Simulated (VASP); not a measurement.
# Sb (Fd-3m) in VASP: notebook

Sb is run at these levels: PBE; tasks: single point, relaxation of cell and atoms.

Program: VASP 6.6.1. These are calculated values, not measurements. Logs are shortened: lines on timing, memory, paths and dates and some standing lists are left out, and cuts for length are marked.

### Step 1. The cell of the first run

It takes space group Fd-3m (No. 227, cubic). The conventional cell has a = 7.027 Å, b = 7.027 Å, c = 7.027 Å, α = 90.00°, β = 90.00°, γ = 90.00°. Within 4.0 Å of Sb (site symmetry -43m) lie 4 Sb at 3.04 Å.

### Step 2. Single point, PBE

Input file INCAR:

```
ALGO = Normal ; EDIFF = 1E-6
ENCUT = 520 ; GGA = PE
ISIF = 2 ; ISMEAR = -1
LASPH = True ; LCHARG = True
LELF = True ; LREAL = False
LVHAR = True ; LWAVE = False
NBANDS = 12 ; NELM = 60
PREC = Accurate ; SIGMA = 0.05
```

Input file KPOINTS:

```
k-points
0
Gamma
  11 11 11
```

Input file POSCAR:

```
Sb
1.0
    0.0000000000      3.5133866465      3.5133866465
    3.5133866465      0.0000000000      3.5133866465
    3.5133866465      3.5133866465      0.0000000000
Sb
2
Direct
   -0.1250000000     -0.1250000000     -0.1250000000
    0.1250000000      0.1250000000      0.1250000000
```

Potentials or basis: VASP PAW PBE potentials, release 64 (Sb).

Run with:

```sh
> cat potpaw_PBE.64/Sb/POTCAR > POTCAR
> mpirun -np 1 vasp_std > vasp.out
```

OUTCAR:

```text
EDIFF = 1E-6
   ENCUT = 520
   GGA = PE
   ISIF = 2
   ISMEAR = -1
   LASPH = True
   LREAL = False
   NELM = 60
   PREC = Accurate

 ion  position               nearest neighbor table
   1  0.875  0.875  0.875-   2 3.04   2 3.04   2 3.04   2 3.04
   2  0.125  0.125  0.125-   1 3.04   1 3.04   1 3.04   1 3.04

  LATTYP: Found a face centered cubic cell.
 ALAT       =     7.0267732930

  Lattice vectors:

 A1 = (   0.0000000000,   3.5133866465,   3.5133866465)
 A2 = (   3.5133866465,   0.0000000000,   3.5133866465)
 A3 = (   3.5133866465,   3.5133866465,   0.0000000000)

Analysis of symmetry for initial positions (statically):
=====================================================================
 Subroutine PRICEL returns:
 Original cell was already a primitive cell.

 Routine SETGRP: Setting up the symmetry group for a
 face centered cubic supercell.

 Subroutine GETGRP returns: Found 48 space group operations
 (whereof 12 operations were pure point group operations)
 out of a pool of 48 trial point group operations.

The static configuration has the point symmetry D_3d.
 The point group associated with its full space group is O_h .

Analysis of symmetry for dynamics (positions and initial velocities):
=====================================================================
 Subroutine PRICEL returns:
 Original cell was already a primitive cell.

 Routine SETGRP: Setting up the symmetry group for a
 face centered cubic supercell.

 Subroutine GETGRP returns: Found 48 space group operations
 (whereof 12 operations were pure point group operations)
 out of a pool of 48 trial point group operations.

The dynamic configuration has the point symmetry D_3d.
 The point group associated with its full space group is O_h .

 Subroutine INISYM returns: Found 48 space group operations
 (whereof 12 operations are pure point group operations),
 and found     1 'primitive' translations

----------------------------------------------------------------------------------------

                                     Primitive cell

  volume of cell :      86.7377

  direct lattice vectors                    reciprocal lattice vectors
     0.000000000  3.513386646  3.513386646    -0.142312831  0.142312831  0.142312831
     3.513386646  0.000000000  3.513386646     0.142312831 -0.142312831  0.142312831
     3.513386646  3.513386646  0.000000000     0.142312831  0.142312831 -0.142312831

  length of vectors
     4.968679045  4.968679045  4.968679045     0.246493054  0.246493054  0.246493054

  position of ions in fractional coordinates (direct lattice)
     0.875000000  0.875000000  0.875000000
     0.125000000  0.125000000  0.125000000

  ion indices of the primitive-cell ions
   primitive index   ion index
                 1           1
                 2           2

----------------------------------------------------------------------------------------

 KPOINTS: k-points

Automatic generation of k-mesh.
 Grid dimensions read from file:
 generate k-points for:   11   11   11

 Generating k-lattice:

  Cartesian coordinates                     Fractional coordinates (reciprocal lattice)
    -0.012937530  0.012937530  0.012937530     0.090909091  0.000000000  0.000000000
     0.012937530 -0.012937530  0.012937530     0.000000000  0.090909091  0.000000000
     0.012937530  0.012937530 -0.012937530     0.000000000  0.000000000  0.090909091

  Length of vectors
     0.022408459  0.022408459  0.022408459

  Shift w.r.t. Gamma in fractional coordinates (k-lattice)
     0.000000000  0.000000000  0.000000000

 Subroutine IBZKPT returns following result:
 ===========================================

 Found     56 irreducible k-points:

 Following reciprocal coordinates:
            Coordinates               Weight
  0.000000  0.000000  0.000000      1.000000
  0.090909  0.000000  0.000000      8.000000
  0.181818  0.000000  0.000000      8.000000
  0.272727  0.000000  0.000000      8.000000
  0.363636  0.000000  0.000000      8.000000
  0.454545  0.000000  0.000000      8.000000
[... 16 lines left out ...]
 -0.272727  0.181818  0.000000     24.000000
 -0.181818  0.181818  0.000000     12.000000
 [... further k-points ...]
   k-points           NKPTS =     56   k-points in BZ     NKDIM =     56   number of bands    NBANDS=     12
   number of dos      NEDOS =    301   number of ions     NIONS =      2
   total plane-waves  NPLWV =  64000
   dimension x,y,z NGX =    40 NGY =   40 NGZ =   40
   dimension x,y,z NGXF=    80 NGYF=   80 NGZF=   80
   ions per type =               2
   NGX,Y,Z   is equivalent  to a cutoff of  13.38, 13.38, 13.38 a.u.
   NGXF,Y,Z  is equivalent  to a cutoff of  26.77, 26.77, 26.77 a.u.
 SYSTEM =  unknown system
   PREC   = accura    normal or accurate (medium, high low for compatibility)
   ISTART =      0    job   : 0-new  1-cont  2-samecut
   ICHARG =      2    charge: 1-file 2-atom 10-const
   ISPIN  =      1    spin polarized calculation?
   LNONCOLLINEAR =      F non collinear calculations
   LSORBIT =      F    spin-orbit coupling
   LASPH  =      T    aspherical Exc in radial PAW
   ENCUT  =  520.0 eV  38.22 Ry    6.18 a.u.   9.24  9.24  9.24*2*pi/ulx,y,z
   NELM   =     60;   NELMIN=  2; NELMDL= -5     # of ELM steps
   EDIFF  = 0.1E-05   stopping-criterion for ELM
   LREAL  =      F    real-space projection
   EDIFFG = 0.1E-04   stopping-criterion for IOM
   NSW    =      0    number of steps for IOM
   IBRION =     -1    ionic relax: 0-MD 1-quasi-New 2-CG
   NFREE  =      0    steps in history (QN), initial steepest desc. (CG)
   ISIF   =      2    stress and relaxation
   ISYM   =      2    0-nonsym 1-usesym 2-fastsym
   POTIM  = 0.5000    time-step for ionic-motion
   TEBEG  =    0.0;   TEEND  =   0.0 temperature during run
   PSTRESS=    0.0 pullay stress
   NELECT =      10.0000    total number of electrons
   NUPDOWN=      -1.0000    fix difference up-down
   EMIN   =  10.00;   EMAX   =-10.00  energy-range for DOS
   EFERMI =   0.00;   METHOD = LEGACY
   ISMEAR =    -1;   SIGMA  =   0.05  broadening in eV -4-tet -1-fermi 0-gaus
   EFERMI_NEDOS =   21; number of points for ismear=-14 and -15
   IALGO  =     38    algorithm
   IMIX   =      4    mixing-type and parameters
     AMIX     =   0.40;   BMIX     =  1.00
     AMIX_MAG =   1.60;   BMIX_MAG =  1.00
  volume/ion in A,a.u.               =      43.37       292.67
  Fermi-wavevector in a.u.,A,eV,Ry     =   0.796781  1.505697  8.637791  0.634860
  Thomas-Fermi vector in A             =   1.903371
   LORBIT       =      0    0 simple, 1 ext, 2 COOP (PROOUT), +10 PAW based schemes
   GGA     = PE    functional components
   LHFCALC =     F    Hartree Fock is set to
   AEXX    =    0.0000 exact exchange contribution
   IVDW    =     0    specifies the selected vdW correction
   LEPSILON=     F    determine dielectric tensor
   LRPA    =     F    only Hartree local field effects (RPA)
 non-spin polarized calculation
  energy-cutoff  :      520.00
  volume of cell :       86.74
 maximum number of plane-waves:      2349
 NGX is ok and might be reduce to    40
   NGX = 19   NGY = 19   NGZ = 19

 number of electron      10.0000000 magnetization

 Free energy of the ion-electron system (eV)
  ---------------------------------------------------
  ext. energy  EPLUGINS =         0.00000000
  ---------------------------------------------------
  free energy    TOTEN  =        -7.66556399 eV

  energy without entropy =       -7.65454206  energy(sigma->0) =       -7.66005302

 E-fermi :   3.6714     XC(G=0):  -7.7966

 val. band max:        3.6384193081   @ k =  -0.4545   0.3636   0.1818
 cond. band min:       3.7432561579   @ k =   0.1818   0.1818   0.0000
 fundamental gap:      0.1048368498
 Fermi energy:         3.6713928167

 k-point     1 :       0.0000    0.0000    0.0000
  band No.  band energies     occupation
      1      -7.6133      2.00000
      2      -1.7317      2.00000
      3       1.9972      2.00000
      4       1.9972      2.00000
      5       1.9972      2.00000
      6       4.2612      0.00002
      7       4.2612      0.00002
      8       4.2612      0.00002
      9       7.6831      0.00000
     10      10.0630      0.00000
     11      10.0630      0.00000
     12      11.2607      0.00000

 k-point     2 :       0.0909    0.0000    0.0000
  band No.  band energies     occupation
      1      -7.5582      2.00000
      2      -1.9579      2.00000
      3       1.9102      2.00000
      4       1.9102      2.00000
      5       2.0052      2.00000
      6       4.3879      0.00000
      7       4.3879      0.00000
      8       4.4003      0.00000
      9       7.9617      0.00000
     10       9.7937      0.00000
     11       9.7937      0.00000
     12      11.0317      0.00000

 k-point     3 :       0.1818    0.0000    0.0000
  band No.  band energies     occupation
      1      -7.3974      2.00000
      2      -2.5129      2.00000
      3       1.7131      2.00000
      4       1.7131      2.00000
      5       1.9386      2.00000
      6       4.6811      0.00000
      7       4.6811      0.00000
      8       4.8866      0.00000
      9       8.5977      0.00000
     10       9.4999      0.00000
     11       9.4999      0.00000
     12      10.7399      0.00000

 k-point     4 :       0.2727    0.0000    0.0000
  band No.  band energies     occupation
      1      -7.1480      2.00000
      2      -3.1870      2.00000
      3       1.5053      2.00000
      4       1.5053      2.00000
      5       1.7807      2.00000
      6       4.9829      0.00000
      7       4.9829      0.00000
      8       5.6953      0.00000
      9       9.0372      0.00000
     10       9.4986      0.00000
     11       9.4986      0.00000
     12      10.9185      0.00000

 k-point     5 :       0.3636    0.0000    0.0000
  band No.  band energies     occupation
      1      -6.8542      2.00000
      2      -3.8132      2.00000
      3       1.3454      2.00000
      4       1.3454      2.00000
      5       1.6248      2.00000
      6       5.1869      0.00000
      7       5.1869      0.00000
      8       6.6607      0.00000
      9       9.0868      0.00000
     10       9.8591      0.00000
     11       9.8591      0.00000
     12      11.0297      0.00000
[... 228 lines left out ...]
      1      -6.3813      2.00000
      2      -4.5221      2.00000
      3       0.2461      2.00000
      4       0.9935      2.00000
      5       2.8153      2.00000
      6       5.1376      0.00000
      7       5.9008      0.00000
      8       6.8996      0.00000
      9       9.0600      0.00000
     10      10.2327      0.00000
     11      10.3399      0.00000
     12      11.1657      0.00000

 k-point    22 :      -0.3636    0.1818    0.0000
  band No.  band energies     occupation
      1      -6.4869      2.00000
      2      -4.3668      2.00000
      3       0.2238      2.00000
      4       1.1313      2.00000
      5       2.7703      2.00000
      6       5.3263      0.00000
      7       5.6689      0.00000
      8       6.7169      0.00000
      9       9.1010      0.00000
     10       9.5627      0.00000
     11      10.4765      0.00000
     12      11.4919      0.00000

 k-point    23 :      -0.2727    0.1818    0.0000
  band No.  band energies     occupation
      1      -6.7682      2.00000
      2      -3.9098      2.00000
      3       0.3677      2.00000
      4       1.3341      2.00000
      5       2.7224      2.00000
      6       5.2660      0.00000
      7       5.3374      0.00000
      8       6.1721      0.00000
      9       9.0749      0.00000
     10       9.5574      0.00000
     11      10.3380      0.00000
     12      11.6382      0.00000

 k-point    24 :      -0.1818    0.1818    0.0000
  band No.  band energies     occupation
      1      -7.0557      2.00000
      2      -3.3583      2.00000
      3       0.6885      2.00000
      4       1.5552      2.00000
      5       2.5765      2.00000
      6       4.9355      0.00000
      7       4.9693      0.00000
      8       5.8412      0.00000
      9       8.9332      0.00000
     10       9.5369      0.00000
     11       9.7944      0.00000
     12      11.8519      0.00000

 [... further k-points ...]
[... 5 lines left out ...]
  --------------------------------------------------------------------------------------
  -------------------------------------------------------------------------------------
  Total       -0.2860233     -0.2860233     -0.2860233      0.0000000      0.0000000     -0.0000000
  in kB       -5.2832867     -5.2832867     -5.2832867      0.0000000      0.0000000     -0.0000000
  external PRESSURE =      -5.2832867 kB  Pullay stress =       0.0000000 kB

 VOLUME and BASIS-vectors are now :
 -----------------------------------------------------------------------------
  energy-cutoff  :      520.00
  volume of cell :       86.74
      direct lattice vectors                 reciprocal lattice vectors
     0.000000000  3.513386646  3.513386646    -0.142312831  0.142312831  0.142312831
     3.513386646  0.000000000  3.513386646     0.142312831 -0.142312831  0.142312831
     3.513386646  3.513386646  0.000000000     0.142312831  0.142312831 -0.142312831

 POSITION                                       TOTAL-FORCE (eV/Angst)
 -----------------------------------------------------------------------------------
      6.14843      6.14843      6.14843        -0.000000     -0.000000     -0.000000
      0.87835      0.87835      0.87835         0.000000      0.000000      0.000000
 -----------------------------------------------------------------------------------
    total drift:                                0.000000     -0.000000     -0.000000

  FREE ENERGIE OF THE ION-ELECTRON SYSTEM (eV)
  ---------------------------------------------------
  free  energy   TOTEN  =        -7.6655639874 eV

  energy  without entropy=       -7.6545420600  energy(sigma->0) =       -7.66005302
```

It took 35 s on 1 thread of Intel Xeon Platinum 8488C (Sapphire Rapids), shared host; peak memory 0.25 GiB.

Results:

* Free energy: -7.6656 eV
* Pressure: -0.5 GPa
* Band gap on the k mesh: zero (band 5 reaches 4.07 eV, above the bottom of band 6 at 3.35 eV)

Levels at points of the mesh, in eV from the Fermi level:
```
           k point  band 3  band 4  band 5  band 6  band 7  band 8
(0.00, 0.00, 0.00)   -1.67   -1.67   -1.67    0.59    0.59    0.59
```

Caveat: spin-orbit coupling is left out, which moves the levels of the heavy elements.

(Continued in part 2 of 2.)
